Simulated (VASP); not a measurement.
# Au (I4/mmm) in VASP: notebook

The runs below take Au through single point, with r2SCAN.

Everything below comes from runs of VASP 6.6.1. Logs are shortened: lines on timing, memory, paths and dates and some standing lists are left out, and cuts for length are marked.

## 1. The cell of the first run

The structure is tetragonal, space group I4/mmm (No. 139). The conventional cell has a = 3.315 Å, b = 3.315 Å, c = 3.464 Å, α = 90.00°, β = 90.00°, γ = 90.00°. Au (site symmetry 4/mmm) has 14 Au at 2.91 to 3.46 Å within 3.8 Å.

## 2. Single point, r2SCAN (strain +0.0450 x Voigt [0, 1, 0, 0, 0, 0])

POSCAR

```
Au
1.0
   -1.6572690000      1.7318461050      1.6572690000
    1.6572690000     -1.7318461050      1.6572690000
    1.6572690000      1.7318461050     -1.6572690000
Au
1
Direct
    0.0000000000      0.0000000000      0.0000000000
```

INCAR.step1

```
  PREC = Accurate
  ENCUT = 520
  ISMEAR = 0
  SIGMA = 0.15
  LREAL = False
  LASPH = True
  NELM = 100
  NBANDS = 12
  GGA = PE
  ALGO = Normal
  EDIFF = 1E-4
  LWAVE = True
  LCHARG = False
```

INCAR.step2

```
  PREC = Accurate
  ENCUT = 520
  EDIFF = 1E-6
  ISMEAR = 0
  SIGMA = 0.15
  LREAL = False
  LASPH = True
  NELM = 100
  ALGO = Normal
  ISIF = 2
  LWAVE = False
  LCHARG = False
  METAGGA = R2SCAN
  LMIXTAU = True
  NBANDS = 12
  ISTART = 1
```

KPOINTS

```
regular mesh
0
Gamma
  20 20 20
```

Potentials or basis: VASP PAW PBE potentials, release 64 (Au).

Command:

```console
cat potpaw_PBE.64/Au/POTCAR > POTCAR
cp INCAR.step1 INCAR
mpirun -np 1 vasp_std > vasp.out
cp INCAR.step2 INCAR
mpirun -np 1 vasp_std > vasp.out
```

OUTCAR:

```text
PREC = Accurate
   ENCUT = 520
   EDIFF = 1E-6
   ISMEAR = 0
   LREAL = False
   LASPH = True
   NELM = 100
   ISIF = 2
   METAGGA = R2SCAN
   ISTART = 1

 ion  position               nearest neighbor table
   1  0.000  0.000  0.000-

  LATTYP: Found a body centered tetragonal cell.
 ALAT       =     3.3145380000
 C/A-ratio  =     1.0450000000

  Lattice vectors:

 A1 = (  -1.6572690000,  -1.7318461050,   1.6572690000)
 A2 = (   1.6572690000,  -1.7318461050,  -1.6572690000)
 A3 = (   1.6572690000,   1.7318461050,   1.6572690000)

Analysis of symmetry for initial positions (statically):
=====================================================================
 Subroutine PRICEL returns:
 Original cell was already a primitive cell.

 Routine SETGRP: Setting up the symmetry group for a
 body centered tetragonal supercell.

 Subroutine GETGRP returns: Found 16 space group operations
 (whereof 16 operations were pure point group operations)
 out of a pool of 16 trial point group operations.

The static configuration has the point symmetry D_4h.

Analysis of symmetry for dynamics (positions and initial velocities):
=====================================================================
 Subroutine PRICEL returns:
 Original cell was already a primitive cell.

 Routine SETGRP: Setting up the symmetry group for a
 body centered tetragonal supercell.

 Subroutine GETGRP returns: Found 16 space group operations
 (whereof 16 operations were pure point group operations)
 out of a pool of 16 trial point group operations.

The dynamic configuration has the point symmetry D_4h.

 Subroutine INISYM returns: Found 16 space group operations
 (whereof 16 operations are pure point group operations),
 and found     1 'primitive' translations

----------------------------------------------------------------------------------------

                                     Primitive cell

  volume of cell :      19.0263

  direct lattice vectors                    reciprocal lattice vectors
    -1.657269000  1.731846105  1.657269000     0.000000000  0.288709256  0.301701172
     1.657269000 -1.731846105  1.657269000     0.301701172  0.000000000  0.301701172
     1.657269000  1.731846105 -1.657269000     0.301701172  0.288709256  0.000000000

  length of vectors
     2.914167464  2.914167464  2.914167464     0.417584281  0.426669890  0.417584281

  position of ions in fractional coordinates (direct lattice)
     0.000000000  0.000000000  0.000000000

  ion indices of the primitive-cell ions
   primitive index   ion index
                 1           1

----------------------------------------------------------------------------------------

 KPOINTS: regular mesh

Automatic generation of k-mesh.
 Grid dimensions read from file:
 generate k-points for:   20   20   20

 Generating k-lattice:

  Cartesian coordinates                     Fractional coordinates (reciprocal lattice)
     0.000000000  0.014435463  0.015085059     0.050000000  0.000000000 -0.000000000
     0.015085059  0.000000000  0.015085059     0.000000000  0.050000000  0.000000000
     0.015085059  0.014435463  0.000000000    -0.000000000  0.000000000  0.050000000

  Length of vectors
     0.020879214  0.021333494  0.020879214

  Shift w.r.t. Gamma in fractional coordinates (k-lattice)
     0.000000000  0.000000000  0.000000000

 Subroutine IBZKPT returns following result:
 ===========================================

 Found    641 irreducible k-points:

 Following reciprocal coordinates:
            Coordinates               Weight
  0.000000  0.000000  0.000000      1.000000
  0.050000 -0.000000  0.000000      8.000000
  0.100000  0.000000  0.000000      8.000000
  0.150000  0.000000 -0.000000      8.000000
  0.200000  0.000000  0.000000      8.000000
  0.250000  0.000000 -0.000000      8.000000
[... 16 lines left out ...]
 -0.450000  0.050000  0.000000     16.000000
 -0.400000  0.050000  0.000000     16.000000
 [... further k-points ...]
   k-points           NKPTS =    641   k-points in BZ     NKDIM =    641   number of bands    NBANDS=     12
   number of dos      NEDOS =    301   number of ions     NIONS =      1
   total plane-waves  NPLWV =  13824
   dimension x,y,z NGX =    24 NGY =   24 NGZ =   24
   dimension x,y,z NGXF=    48 NGYF=   48 NGZF=   48
   ions per type =               1
   NGX,Y,Z   is equivalent  to a cutoff of  13.69, 13.69, 13.69 a.u.
   NGXF,Y,Z  is equivalent  to a cutoff of  27.38, 27.38, 27.38 a.u.
 SYSTEM =  unknown system
   PREC   = accura    normal or accurate (medium, high low for compatibility)
   ISTART =      1    job   : 0-new  1-cont  2-samecut
   ICHARG =      0    charge: 1-file 2-atom 10-const
   ISPIN  =      1    spin polarized calculation?
   LNONCOLLINEAR =      F non collinear calculations
   LSORBIT =      F    spin-orbit coupling
   LASPH  =      T    aspherical Exc in radial PAW
   ENCUT  =  520.0 eV  38.22 Ry    6.18 a.u.   5.42  5.42  5.42*2*pi/ulx,y,z
   NELM   =    100;   NELMIN=  2; NELMDL=  0     # of ELM steps
   EDIFF  = 0.1E-05   stopping-criterion for ELM
   LREAL  =      F    real-space projection
   EDIFFG = 0.1E-04   stopping-criterion for IOM
   NSW    =      0    number of steps for IOM
   IBRION =     -1    ionic relax: 0-MD 1-quasi-New 2-CG
   NFREE  =      0    steps in history (QN), initial steepest desc. (CG)
   ISIF   =      2    stress and relaxation
   ISYM   =      2    0-nonsym 1-usesym 2-fastsym
   POTIM  = 0.5000    time-step for ionic-motion
   TEBEG  =    0.0;   TEEND  =   0.0 temperature during run
   PSTRESS=    0.0 pullay stress
   NELECT =      11.0000    total number of electrons
   NUPDOWN=      -1.0000    fix difference up-down
   EMIN   =  10.00;   EMAX   =-10.00  energy-range for DOS
   EFERMI =   0.00;   METHOD = LEGACY
   ISMEAR =     0;   SIGMA  =   0.15  broadening in eV -4-tet -1-fermi 0-gaus
   EFERMI_NEDOS =   21; number of points for ismear=-14 and -15
   IALGO  =     38    algorithm
   IMIX   =      4    mixing-type and parameters
     AMIX     =   0.40;   BMIX     =  1.00
     AMIX_MAG =   1.60;   BMIX_MAG =  1.00
  volume/ion in A,a.u.               =      19.03       128.40
  Fermi-wavevector in a.u.,A,eV,Ry     =   1.363810  2.577228 25.306543  1.859978
  Thomas-Fermi vector in A             =   2.490181
   LORBIT       =      0    0 simple, 1 ext, 2 COOP (PROOUT), +10 PAW based schemes
   METAGGA = R2SCAN    functional components
   LHFCALC =     F    Hartree Fock is set to
   AEXX    =    0.0000 exact exchange contribution
   IVDW    =     0    specifies the selected vdW correction
   LEPSILON=     F    determine dielectric tensor
   LRPA    =     F    only Hartree local field effects (RPA)
 non-spin polarized calculation
 Gauss-broadening in eV      SIGMA  =   0.15
  energy-cutoff  :      520.00
  volume of cell :       19.03
 maximum number of plane-waves:       539
 NGX is ok and might be reduce to    24
   NGX = 11   NGY = 11   NGZ = 11

 number of electron      11.0000001 magnetization

 Free energy of the ion-electron system (eV)
  ---------------------------------------------------
  ext. energy  EPLUGINS =         0.00000000
  ---------------------------------------------------
  free energy    TOTEN  =       -50.53326557 eV

  energy without entropy =      -50.52882172  energy(sigma->0) =      -50.53104364

 E-fermi :   7.6916     XC(G=0): -12.8526

 val. band max:        7.6915230419   @ k =  -0.1500   0.4500   0.1000
 cond. band min:       7.7099712085   @ k =   0.5000   0.1000   0.0500
 fundamental gap:      0.0184481666
 Fermi energy:         7.6916163071

 k-point     1 :       0.0000    0.0000    0.0000
  band No.  band energies     occupation
      1      -1.3134      2.00000
      2       2.9824      2.00000
      3       2.9824      2.00000
      4       3.2179      2.00000
      5       4.5571      2.00000
      6       4.8214      2.00000
      7      24.4829      0.00000
      8      25.1852      0.00000
      9      25.1852      0.00000
     10      30.0311      0.00000
     11      31.2982      0.00000
     12      31.2982      0.00000

 k-point     2 :       0.0500   -0.0000    0.0000
  band No.  band energies     occupation
      1      -1.2276      2.00000
      2       2.9877      2.00000
      3       2.9954      2.00000
      4       3.2379      2.00000
      5       4.5380      2.00000
      6       4.8109      2.00000
      7      24.4898      0.00000
      8      25.1303      0.00000
      9      25.2817      0.00000
     10      29.2807      0.00000
     11      30.3092      0.00000
     12      30.9375      0.00000

 k-point     3 :       0.1000    0.0000    0.0000
  band No.  band energies     occupation
      1      -0.9756      2.00000
      2       2.9778      2.00000
      3       3.0022      2.00000
      4       3.3545      2.00000
      5       4.4838      2.00000
      6       4.7888      2.00000
      7      24.3051      0.00000
      8      24.8904      0.00000
      9      25.5629      0.00000
     10      28.1810      0.00000
     11      29.0229      0.00000
     12      29.9959      0.00000

 k-point     4 :       0.1500    0.0000   -0.0000
  band No.  band energies     occupation
      1      -0.5757      2.00000
      2       2.8956      2.00000
      3       3.0276      2.00000
      4       3.6019      2.00000
      5       4.4128      2.00000
      6       4.7703      2.00000
      7      23.1959      0.00000
      8      24.5551      0.00000
      9      26.0012      0.00000
     10      27.6278      0.00000
     11      28.3432      0.00000
     12      28.7289      0.00000

 k-point     5 :       0.2000    0.0000    0.0000
  band No.  band energies     occupation
      1      -0.0713      2.00000
      2       2.7768      2.00000
      3       3.0875      2.00000
      4       3.9495      2.00000
      5       4.3578      2.00000
      6       4.7618      2.00000
      7      21.3360      0.00000
      8      23.9591      0.00000
      9      26.5023      0.00000
     10      27.3880      0.00000
     11      27.5991      0.00000
     12      28.4951      0.00000
[... 228 lines left out ...]
      1       1.1000      2.00000
      2       2.2477      2.00000
      3       4.3942      2.00000
      4       4.8216      2.00000
      5       5.7741      2.00000
      6       7.6682      1.17462
      7      10.7955      0.00000
      8      20.7284      0.00000
      9      21.4430      0.00000
     10      29.2528      0.00000
     11      29.6790      0.00000
     12      30.4922      0.00000

 k-point    22 :       0.5000    0.0500   -0.0000
  band No.  band energies     occupation
      1       1.1006      2.00000
      2       2.2488      2.00000
      3       4.4190      2.00000
      4       4.7849      2.00000
      5       5.7734      2.00000
      6       7.6401      1.37279
      7      10.8391      0.00000
      8      20.7212      0.00000
      9      21.4443      0.00000
     10      29.2841      0.00000
     11      29.6484      0.00000
     12      30.5995      0.00000

 k-point    23 :      -0.4500    0.0500    0.0000
  band No.  band energies     occupation
      1       1.1140      2.00000
      2       2.2879      2.00000
      3       4.4127      2.00000
      4       4.7230      2.00000
      5       5.4920      2.00000
      6       6.6605      2.00000
      7      12.2737      0.00000
      8      20.9277      0.00000
      9      21.8055      0.00000
     10      29.0762      0.00000
     11      29.4740      0.00000
     12      30.9794      0.00000

 k-point    24 :      -0.4000    0.0500    0.0000
  band No.  band energies     occupation
      1       1.1083      2.00000
      2       2.3619      2.00000
      3       4.3220      2.00000
      4       4.5908      2.00000
      5       4.9821      2.00000
      6       5.8248      2.00000
      7      14.1151      0.00000
      8      21.3292      0.00000
      9      22.4879      0.00000
     10      28.6814      0.00000
     11      29.2270      0.00000
     12      31.5122      0.00000

 [... further k-points ...]

------------------------ aborting loop because EDIFF is reached ----------------------------------------

  FORCE on cell =-STRESS in cart. coord.  units (eV):
  Direction    XX          YY          ZZ          XY          YZ          ZX
  --------------------------------------------------------------------------------------
  -------------------------------------------------------------------------------------
  Total       -1.1019108     -1.0614042     -1.1019108     -0.0000000      0.0000000      0.0000000
  in kB      -92.7901158    -89.3791232    -92.7901158     -0.0000000      0.0000000      0.0000000
  external PRESSURE =     -91.6531183 kB  Pullay stress =       0.0000000 kB

 VOLUME and BASIS-vectors are now :
 -----------------------------------------------------------------------------
  energy-cutoff  :      520.00
  volume of cell :       19.03
      direct lattice vectors                 reciprocal lattice vectors
    -1.657269000  1.731846105  1.657269000     0.000000000  0.288709256  0.301701172
     1.657269000 -1.731846105  1.657269000     0.301701172  0.000000000  0.301701172
     1.657269000  1.731846105 -1.657269000     0.301701172  0.288709256  0.000000000

 POSITION                                       TOTAL-FORCE (eV/Angst)
 -----------------------------------------------------------------------------------
      0.00000      0.00000      0.00000        -0.000000     -0.000000      0.000000
 -----------------------------------------------------------------------------------
    total drift:                               -0.000000      0.000000     -0.000000

  FREE ENERGIE OF THE ION-ELECTRON SYSTEM (eV)
  ---------------------------------------------------
  free  energy   TOTEN  =       -50.5332655686 eV

  energy  without entropy=      -50.5288217167  energy(sigma->0) =      -50.53104364
```

Wall time 2.3 min (1 thread of Intel Xeon 6975P-C (Granite Rapids), shared host); peak memory 0.26 GiB.

Results:

- Free energy: -50.5333 eV
- Pressure: -9.2 GPa
- Band gap on the k mesh: zero (an odd number of electrons rules out a gap without spin polarisation)

Stress tensor (GPa, compression positive):
```
-9.28  0.00  0.00
 0.00 -8.94  0.00
 0.00  0.00 -9.28
```

Caveat: the cell differs from its parent crystal (strain +0.0450 x Voigt [0, 1, 0, 0, 0, 0]); the cell stands under tension; the PAW data sets were made with another functional, which shifts forces and pressure a little; spin-orbit coupling is left out, which moves the levels of the heavy elements.

(Part 1 of 2 ends here.)
